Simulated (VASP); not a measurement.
# Ti (P6_3/mmc) in VASP: a series of runs

Runs on Ti. Level: PBEsol. Tasks: single point.

Everything below comes from runs of VASP 6.6.1. Logs are shortened: lines on timing, memory, paths and dates and some standing lists are left out, and cuts for length are marked.

### 1 The cell of the first run

It takes space group P6_3/mmc (No. 194, hexagonal). The conventional cell has a = 2.772 Å, b = 2.772 Å, c = 4.394 Å, α = 90.00°, β = 90.00°, γ = 120.00°. Within 3.6 Å of Ti (site symmetry -6m2) lie 12 Ti at 2.72 to 2.77 Å.

### 2 Single point, PBEsol

Input file INCAR:

```
  PREC = Accurate
  ENCUT = 520
  EDIFF = 1E-7
  ISMEAR = -1
  SIGMA = 0.05
  LREAL = F
  LASPH = T
  NELM = 60
  ALGO = Normal
  ISIF = 2
  LWAVE = F
  LCHARG = F
  GGA = PS
  NBANDS = 19
```

Input file KPOINTS:

```
regular mesh
0
Gamma
  10 10 6
```

Input file POSCAR:

```
Ti
1.0
    2.7720421024      0.0000000000      0.0000000000
   -1.3860210512      2.4006588810      0.0000000000
    0.0000000000      0.0000000000      4.3941934626
Ti
2
Direct
    0.6666666667      0.3333333333      0.7500000000
    0.3333333333      0.6666666667      0.2500000000
```

Potentials or basis: VASP PAW PBE potentials, release 64 (Ti_sv).

The run is started by

```bash
cat potpaw_PBE.64/Ti_sv/POTCAR > POTCAR
mpirun -np 1 vasp_std > vasp.out
```

OUTCAR:

```text
PREC = Accurate
   ENCUT = 520
   EDIFF = 1E-7
   ISMEAR = -1
   LREAL = F
   LASPH = T
   NELM = 60
   ISIF = 2
   GGA = PS

 ion  position               nearest neighbor table
   1  0.667  0.333  0.750-   2 2.72   2 2.72   2 2.72   2 2.72   2 2.72   2 2.72
   2  0.333  0.667  0.250-   1 2.72   1 2.72   1 2.72   1 2.72   1 2.72   1 2.72

  LATTYP: Found a hexagonal cell.
 ALAT       =     2.7720421024
 C/A-ratio  =     1.5851828004

  Lattice vectors:

 A1 = (   2.7720421024,   0.0000000000,   0.0000000000)
 A2 = (  -1.3860210512,   2.4006588810,   0.0000000000)
 A3 = (   0.0000000000,   0.0000000000,   4.3941934626)

Analysis of symmetry for initial positions (statically):
=====================================================================
 Subroutine PRICEL returns:
 Original cell was already a primitive cell.

 Routine SETGRP: Setting up the symmetry group for a
 hexagonal supercell.

 Subroutine GETGRP returns: Found 24 space group operations
 (whereof 12 operations were pure point group operations)
 out of a pool of 24 trial point group operations.

The static configuration has the point symmetry D_3d.
 The point group associated with its full space group is D_6h.

Analysis of symmetry for dynamics (positions and initial velocities):
=====================================================================
 Subroutine PRICEL returns:
 Original cell was already a primitive cell.

 Routine SETGRP: Setting up the symmetry group for a
 hexagonal supercell.

 Subroutine GETGRP returns: Found 24 space group operations
 (whereof 12 operations were pure point group operations)
 out of a pool of 24 trial point group operations.

The dynamic configuration has the point symmetry D_3d.
 The point group associated with its full space group is D_6h.

 Subroutine INISYM returns: Found 24 space group operations
 (whereof 12 operations are pure point group operations),
 and found     1 'primitive' translations

----------------------------------------------------------------------------------------

                                     Primitive cell

  volume of cell :      29.2422

  direct lattice vectors                    reciprocal lattice vectors
     2.772042102  0.000000000  0.000000000     0.360744882  0.208276154  0.000000000
    -1.386021051  2.400658881  0.000000000     0.000000000  0.416552309  0.000000000
     0.000000000  0.000000000  4.394193463     0.000000000  0.000000000  0.227573048

  length of vectors
     2.772042102  2.772042102  4.394193463     0.416552309  0.416552309  0.227573048

  position of ions in fractional coordinates (direct lattice)
     0.666666667  0.333333333  0.750000000
     0.333333333  0.666666667  0.250000000

  ion indices of the primitive-cell ions
   primitive index   ion index
                 1           1
                 2           2

----------------------------------------------------------------------------------------

 KPOINTS: regular mesh

Automatic generation of k-mesh.
 Grid dimensions read from file:
 generate k-points for:   10   10    6

 Generating k-lattice:

  Cartesian coordinates                     Fractional coordinates (reciprocal lattice)
     0.036074488  0.020827615  0.000000000     0.100000000  0.000000000  0.000000000
     0.000000000  0.041655231  0.000000000     0.000000000  0.100000000  0.000000000
     0.000000000  0.000000000  0.037928841     0.000000000  0.000000000  0.166666667

  Length of vectors
     0.041655231  0.041655231  0.037928841

  Shift w.r.t. Gamma in fractional coordinates (k-lattice)
     0.000000000  0.000000000  0.000000000

 Subroutine IBZKPT returns following result:
 ===========================================

 Found     56 irreducible k-points:

 Following reciprocal coordinates:
            Coordinates               Weight
  0.000000  0.000000  0.000000      1.000000
  0.100000  0.000000  0.000000      6.000000
  0.200000  0.000000  0.000000      6.000000
  0.300000  0.000000  0.000000      6.000000
  0.400000  0.000000  0.000000      6.000000
  0.500000  0.000000  0.000000      3.000000
[... 16 lines left out ...]
  0.300000  0.100000  0.166667     24.000000
  0.400000  0.100000  0.166667     24.000000
 [... further k-points ...]
   k-points           NKPTS =     56   k-points in BZ     NKDIM =     56   number of bands    NBANDS=     19
   number of dos      NEDOS =    301   number of ions     NIONS =      2
   total plane-waves  NPLWV =  20736
   dimension x,y,z NGX =    24 NGY =   24 NGZ =   36
   dimension x,y,z NGXF=    48 NGYF=   48 NGZF=   72
   ions per type =               2
   NGX,Y,Z   is equivalent  to a cutoff of  14.39, 14.39, 13.62 a.u.
   NGXF,Y,Z  is equivalent  to a cutoff of  28.79, 28.79, 27.24 a.u.
 SYSTEM =  unknown system
   PREC   = accura    normal or accurate (medium, high low for compatibility)
   ISTART =      0    job   : 0-new  1-cont  2-samecut
   ICHARG =      2    charge: 1-file 2-atom 10-const
   ISPIN  =      1    spin polarized calculation?
   LNONCOLLINEAR =      F non collinear calculations
   LSORBIT =      F    spin-orbit coupling
   LASPH  =      T    aspherical Exc in radial PAW
   ENCUT  =  520.0 eV  38.22 Ry    6.18 a.u.   5.15  5.15  8.17*2*pi/ulx,y,z
   NELM   =     60;   NELMIN=  2; NELMDL= -5     # of ELM steps
   EDIFF  = 0.1E-06   stopping-criterion for ELM
   LREAL  =      F    real-space projection
   EDIFFG = 0.1E-05   stopping-criterion for IOM
   NSW    =      0    number of steps for IOM
   IBRION =     -1    ionic relax: 0-MD 1-quasi-New 2-CG
   NFREE  =      0    steps in history (QN), initial steepest desc. (CG)
   ISIF   =      2    stress and relaxation
   ISYM   =      2    0-nonsym 1-usesym 2-fastsym
   POTIM  = 0.5000    time-step for ionic-motion
   TEBEG  =    0.0;   TEEND  =   0.0 temperature during run
   PSTRESS=    0.0 pullay stress
   NELECT =      24.0000    total number of electrons
   NUPDOWN=      -1.0000    fix difference up-down
   EMIN   =  10.00;   EMAX   =-10.00  energy-range for DOS
   EFERMI =   0.00;   METHOD = LEGACY
   ISMEAR =    -1;   SIGMA  =   0.05  broadening in eV -4-tet -1-fermi 0-gaus
   EFERMI_NEDOS =   21; number of points for ismear=-14 and -15
   IALGO  =     38    algorithm
   IMIX   =      4    mixing-type and parameters
     AMIX     =   0.40;   BMIX     =  1.00
     AMIX_MAG =   1.60;   BMIX_MAG =  1.00
  volume/ion in A,a.u.               =      14.62        98.67
  Fermi-wavevector in a.u.,A,eV,Ry     =   1.532764  2.896505 31.965078  2.349367
  Thomas-Fermi vector in A             =   2.639925
   LORBIT       =      0    0 simple, 1 ext, 2 COOP (PROOUT), +10 PAW based schemes
   GGA     = PS    functional components
   LHFCALC =     F    Hartree Fock is set to
   AEXX    =    0.0000 exact exchange contribution
   IVDW    =     0    specifies the selected vdW correction
   LEPSILON=     F    determine dielectric tensor
   LRPA    =     F    only Hartree local field effects (RPA)
 non-spin polarized calculation
  energy-cutoff  :      520.00
  volume of cell :       29.24
 maximum number of plane-waves:       808
 NGX is ok and might be reduce to    24
   NGX = 11   NGY = 11   NGZ = 17

 number of electron      23.9999995 magnetization

 Free energy of the ion-electron system (eV)
  ---------------------------------------------------
  ext. energy  EPLUGINS =         0.00000000
  ---------------------------------------------------
  free energy    TOTEN  =       -16.45673753 eV

  energy without entropy =      -16.44141724  energy(sigma->0) =      -16.44907739

 E-fermi :  10.1505     XC(G=0): -12.4840

 val. band max:       10.1362075630   @ k =   0.3000   0.2000   0.3333
 cond. band min:      10.1586739730   @ k =   0.2000   0.2000   0.5000
 fundamental gap:      0.0224664100
 Fermi energy:        10.1504686644

 k-point     1 :       0.0000    0.0000    0.0000
  band No.  band energies     occupation
      1     -46.2206      2.00000
      2     -45.9460      2.00000
      3     -23.1523      2.00000
      4     -22.0583      2.00000
      5     -22.0583      2.00000
      6     -21.9204      2.00000
[... 11 lines left out ...]
     18      12.0862      0.00000
     19      14.0213      0.00000

 k-point     2 :       0.1000    0.0000    0.0000
  band No.  band energies     occupation
      1     -46.2010      2.00000
      2     -45.9382      2.00000
      3     -23.1142      2.00000
      4     -22.1381      2.00000
      5     -22.0844      2.00000
      6     -21.9728      2.00000
[... 11 lines left out ...]
     18      11.9112      0.00000
     19      14.1286      0.00000

 k-point     3 :       0.2000    0.0000    0.0000
  band No.  band energies     occupation
      1     -46.1480      2.00000
      2     -45.9190      2.00000
      3     -23.0075      2.00000
      4     -22.3488      2.00000
      5     -22.1804      2.00000
      6     -22.1496      2.00000
[... 11 lines left out ...]
     18      12.4836      0.00000
     19      14.3255      0.00000

 k-point     4 :       0.3000    0.0000    0.0000
  band No.  band energies     occupation
      1     -46.0773      2.00000
      2     -45.8997      2.00000
      3     -22.8548      2.00000
      4     -22.6107      2.00000
      5     -22.4230      2.00000
      6     -22.2257      2.00000
[... 11 lines left out ...]
     18      13.3431      0.00000
     19      14.4780      0.00000

 k-point     5 :       0.4000    0.0000    0.0000
  band No.  band energies     occupation
      1     -46.0119      2.00000
      2     -45.8916      2.00000
      3     -22.8222      2.00000
      4     -22.6959      2.00000
      5     -22.6104      2.00000
      6     -22.2848      2.00000
[... 11 lines left out ...]
     18      14.3266      0.00000
     19      14.5595      0.00000

 k-point     6 :       0.5000    0.0000    0.0000
  band No.  band energies     occupation
      1     -45.9820      2.00000
      2     -45.8932      2.00000
      3     -22.9025      2.00000
      4     -22.6803      2.00000
      5     -22.6138      2.00000
      6     -22.3069      2.00000
[... 11 lines left out ...]
     18      14.5971      0.00000
     19      15.6168      0.00000

 k-point     7 :       0.1000    0.1000    0.0000
  band No.  band energies     occupation
      1     -46.1647      2.00000
      2     -45.9247      2.00000
      3     -23.0417      2.00000
      4     -22.2617      2.00000
      5     -22.1909      2.00000
      6     -22.0645      2.00000
[... 11 lines left out ...]
     18      12.3659      0.00000
     19      14.2398      0.00000

 k-point     8 :       0.2000    0.1000    0.0000
  band No.  band energies     occupation
      1     -46.1026      2.00000
      2     -45.9056      2.00000
      3     -22.9113      2.00000
      4     -22.4789      2.00000
      5     -22.3782      2.00000
      6     -22.1737      2.00000
[... 256 lines left out ...]
 k-point    20 :       0.5000    0.0000    0.1667
  band No.  band energies     occupation
      1     -45.9760      2.00000
      2     -45.8991      2.00000
      3     -22.9659      2.00000
      4     -22.7567      2.00000
      5     -22.5071      2.00000
      6     -22.2875      2.00000
[... 11 lines left out ...]
     18      14.5810      0.00000
     19      15.2469      0.00000

 k-point    21 :       0.1000    0.1000    0.1667
  band No.  band energies     occupation
      1     -46.1489      2.00000
      2     -45.9411      2.00000
      3     -22.9846      2.00000
      4     -22.2395      2.00000
      5     -22.2184      2.00000
      6     -22.1048      2.00000
[... 11 lines left out ...]
     18      12.4961      0.00000
     19      14.2021      0.00000

 k-point    22 :       0.2000    0.1000    0.1667
  band No.  band energies     occupation
      1     -46.0896      2.00000
      2     -45.9189      2.00000
      3     -22.8932      2.00000
      4     -22.4597      2.00000
      5     -22.3915      2.00000
      6     -22.1916      2.00000
[... 11 lines left out ...]
     18      13.1739      0.00000
     19      14.3041      0.00000

 k-point    23 :       0.3000    0.1000    0.1667
  band No.  band energies     occupation
      1     -46.0242      2.00000
      2     -45.9022      2.00000
      3     -22.8533      2.00000
      4     -22.6479      2.00000
      5     -22.5156      2.00000
      6     -22.2780      2.00000
[... 11 lines left out ...]
     18      13.8979      0.00000
     19      14.5895      0.00000

 k-point    24 :       0.4000    0.1000    0.1667
  band No.  band energies     occupation
      1     -45.9765      2.00000
      2     -45.8988      2.00000
      3     -22.9235      2.00000
      4     -22.7261      2.00000
      5     -22.5143      2.00000
      6     -22.3165      2.00000
[... 11 lines left out ...]
     18      14.3973      0.00000
     19      15.3436      0.00000

 [... further k-points ...]
[... 5 lines left out ...]
  --------------------------------------------------------------------------------------
  -------------------------------------------------------------------------------------
  Total        3.5393017      3.5393017      3.5463293      0.0000000     -0.0000000      0.0000000
  in kB      193.9182677    193.9182677    194.3033096      0.0000000     -0.0000000      0.0000000
  external PRESSURE =     194.0466150 kB  Pullay stress =       0.0000000 kB

 VOLUME and BASIS-vectors are now :
 -----------------------------------------------------------------------------
  energy-cutoff  :      520.00
  volume of cell :       29.24
      direct lattice vectors                 reciprocal lattice vectors
     2.772042102  0.000000000  0.000000000     0.360744882  0.208276154  0.000000000
    -1.386021051  2.400658881  0.000000000     0.000000000  0.416552309  0.000000000
     0.000000000  0.000000000  4.394193463     0.000000000  0.000000000  0.227573048

 POSITION                                       TOTAL-FORCE (eV/Angst)
 -----------------------------------------------------------------------------------
      1.38602      0.80022      3.29565        -0.000000      0.000000      0.000000
     -0.00000      1.60044      1.09855         0.000000      0.000000      0.000000
 -----------------------------------------------------------------------------------
    total drift:                                0.000000     -0.000000      0.000000

  FREE ENERGIE OF THE ION-ELECTRON SYSTEM (eV)
  ---------------------------------------------------
  free  energy   TOTEN  =       -16.4567375310 eV

  energy  without entropy=      -16.4414172418  energy(sigma->0) =      -16.44907739
```

Wall time 60 s (1 thread of Intel Xeon 8259CL, shared host); peak memory 0.17 GiB.

What came out:

```yaml
Free_energy: -16.4567 eV
Pressure: 19.4 GPa
Band_gap_on_the_k_mesh: zero (bands 12 and 13 overlap by 1.04 eV)
```

Caveat: the cell stands under pressure; the PAW data sets were made with another functional, which shifts forces and pressure a little.

### 3 Single point, PBEsol

This run uses another cell than the first one, of 15.53 Å³/atom.

Input file INCAR:

```
SYSTEM = Ti
ALGO = Normal
EDIFF = 1E-7
ENCUT = 520
GGA = PS
ISIF = 2
ISMEAR = -1
LASPH = .TRUE.
LCHARG = .FALSE.
LREAL = .FALSE.
LWAVE = .FALSE.
NBANDS = 19
NELM = 100
PREC = Accurate
SIGMA = 0.05
```

Input file KPOINTS:

```
k-points
0
G
  10 10 6
  0 0 0
```

Input file POSCAR:

```
Ti
1.0
    2.8317133284      0.0000000000      0.0000000000
   -1.4158566642      2.4523356787      0.0000000000
    0.0000000000      0.0000000000      4.4721173145
Ti
2
Direct
    0.6666666667      0.3333333333      0.7500000000
    0.3333333333      0.6666666667      0.2500000000
```

Potentials or basis: VASP PAW PBE potentials, release 64 (Ti_sv).

The run is started by

```bash
cat potpaw_PBE.64/Ti_sv/POTCAR > POTCAR
mpirun -np 1 vasp_std > vasp.out
```

It took 60 s on 1 thread of Intel Xeon 8259CL, shared host; peak memory 0.17 GiB.

The run converged. Its results:

| Item | Value |
| --- | --- |
| Free energy | -16.6191 eV |
| Pressure | 9.5 GPa |
| Band gap on the k mesh | zero (bands 12 and 13 overlap by 0.99 eV) |

Levels at points of the mesh, in eV from the Fermi level:
| k point | band 9 | band 10 | band 11 | band 12 | band 13 | band 14 | band 15 | band 16 |
| --- | --- | --- | --- | --- | --- | --- | --- | --- |
| (0.00, 0.00, 0.00) | -6.45 | -2.98 | 0.83 | 0.83 | 1.00 | 1.17 | 1.43 | 1.43 |
| (0.50, 0.00, 0.00) | -2.52 | -2.50 | -2.15 | -0.48 | 0.47 | 0.75 | 1.37 | 3.85 |
| (0.00, 0.00, 0.50) | -4.43 | -4.43 | 0.10 | 0.10 | 0.72 | 0.72 | 0.72 | 0.72 |
| (0.50, 0.00, 0.50) | -2.86 | -2.86 | -0.95 | -0.95 | 1.68 | 1.68 | 1.94 | 1.94 |

Caveat: the cell stands under pressure; the PAW data sets were made with another functional, which shifts forces and pressure a little.

### 4 Single point, PBEsol

This run uses another cell than the first one, of 16.08 Å³/atom.

Input file INCAR:

```
ALGO = Fast
EDIFF = 1E-7
ENCUT = 520
GGA = PS
ISIF = 2
ISMEAR = -1
LASPH = True
LCHARG = True
LELF = True
LREAL = False
LVHAR = True
LWAVE = False
NBANDS = 19
NELM = 60
PREC = Accurate
SIGMA = 0.05
```

Input file KPOINTS:

```
k-points
0
Gamma
  10 10 6
```

Input file POSCAR:

```
Ti
1.0
    2.8659206079      0.0000000000      0.0000000000
   -1.4329603040      2.4819600517      0.0000000000
    0.0000000000      0.0000000000      4.5206187243
Ti
2
Direct
    0.6666666667      0.3333333333      0.7500000000
    0.3333333333      0.6666666667      0.2500000000
```

The run is started by

```bash
cat potpaw_PBE.64/Ti_sv/POTCAR > POTCAR
mpirun -np 1 vasp_std > vasp.out
```

Wall time 4.1 min (1 thread of Intel Xeon 8259CL, shared host); peak memory 0.17 GiB.

It converged, with:

```yaml
Free_energy: -16.6678 eV
Pressure: 4.6 GPa
Band_gap_on_the_k_mesh: zero (bands 12 and 13 overlap by 0.99 eV)
```

Levels at points of the mesh, in eV from the Fermi level:
| k point | band 10 | band 11 | band 12 | band 13 | band 14 | band 15 |
| --- | --- | --- | --- | --- | --- | --- |
| (0.00, 0.00, 0.00) | -2.88 | 0.81 | 0.81 | 0.98 | 1.06 | 1.38 |
| (0.50, 0.00, 0.00) | -2.40 | -2.05 | -0.54 | 0.46 | 0.72 | 1.32 |
| (0.00, 0.00, 0.50) | -4.40 | 0.11 | 0.11 | 0.70 | 0.70 | 0.70 |
| (0.50, 0.00, 0.50) | -2.76 | -0.90 | -0.90 | 1.56 | 1.56 | 1.87 |

Caveat: the cell stands under pressure; the PAW data sets were made with another functional, which shifts forces and pressure a little.

### 5 Single point, PBEsol

This run uses another cell than the first one, of 16.45 Å³/atom.

Input file INCAR:

```
SYSTEM = Ti
PREC = Accurate
ENCUT = 520
EDIFF = 1E-6
ISMEAR = -1
SIGMA = 0.05
LREAL = .FALSE.
LASPH = .TRUE.
NELM = 60
ALGO = Normal
ISIF = 2
LWAVE = .FALSE.
LCHARG = .TRUE.
GGA = PS
LELF = .TRUE.
LVHAR = .TRUE.
NBANDS = 19
```

Input file KPOINTS:

```
Automatic mesh
0
G
  10 10 6
  0 0 0
```

Input file POSCAR:

```
Ti
1.0
    2.8883716438      0.0000000000      0.0000000000
   -1.4441858219      2.5014032191      0.0000000000
    0.0000000000      0.0000000000      4.5545524363
Ti
2
Direct
    0.6666666667      0.3333333333      0.7500000000
    0.3333333333      0.6666666667      0.2500000000
```

The run is started by

```bash
cat potpaw_PBE.64/Ti_sv/POTCAR > POTCAR
mpirun -np 1 vasp_std > vasp.out
```

Wall time 54 s (1 thread of Intel Xeon 8259CL, shared host); peak memory 0.17 GiB.

It converged, with:

- Free energy: -16.6828 eV
- Pressure: 1.7 GPa
- Band gap on the k mesh: zero (bands 12 and 13 overlap by 0.99 eV)

Levels at points of the mesh, in eV from the Fermi level:
```
           k point  band 9  band 10  band 11  band 12  band 13  band 14  band 15  band 16
(0.00, 0.00, 0.00)   -6.33    -2.82     0.80     0.80     0.97     0.99     1.36     1.36
(0.50, 0.00, 0.00)   -2.42    -2.32    -1.98    -0.57     0.46     0.70     1.29     3.58
(0.00, 0.00, 0.50)   -4.38    -4.38     0.11     0.11     0.69     0.69     0.69     0.69
(0.50, 0.00, 0.50)   -2.69    -2.69    -0.86    -0.86     1.49     1.49     1.82     1.82
```

Caveat: the PAW data sets were made with another functional, which shifts forces and pressure a little.

### 6 Summary

| cell | gap on the mesh (eV) | pressure (GPa) |
| --- | --- | --- |
| a = 2.772, b = 2.772, c = 4.394 Å, angles 90.0, 90.0, 120.0°, 2 atoms | none | 19.4 |
| a = 2.832, b = 2.832, c = 4.472 Å, angles 90.0, 90.0, 120.0°, 2 atoms | none | 9.5 |
| a = 2.866, b = 2.866, c = 4.521 Å, angles 90.0, 90.0, 120.0°, 2 atoms | none | 4.6 |
| a = 2.888, b = 2.888, c = 4.555 Å, angles 90.0, 90.0, 120.0°, 2 atoms | none | 1.7 |

Alike in all rows: task single point; level PBEsol; potentials or basis VASP PAW PBE potentials, release 64 (Ti_sv); no spin polarisation; k mesh 10 × 10 × 6; cutoff (eV) 520; smearing fermi-dirac 0.05 eV.

Caveats: the PAW data sets were made with another functional, which shifts forces and pressure a little; the cell stands under pressure (at least some runs).

Total energies depend on the potentials used, so only differences within one code and one set of settings carry meaning.
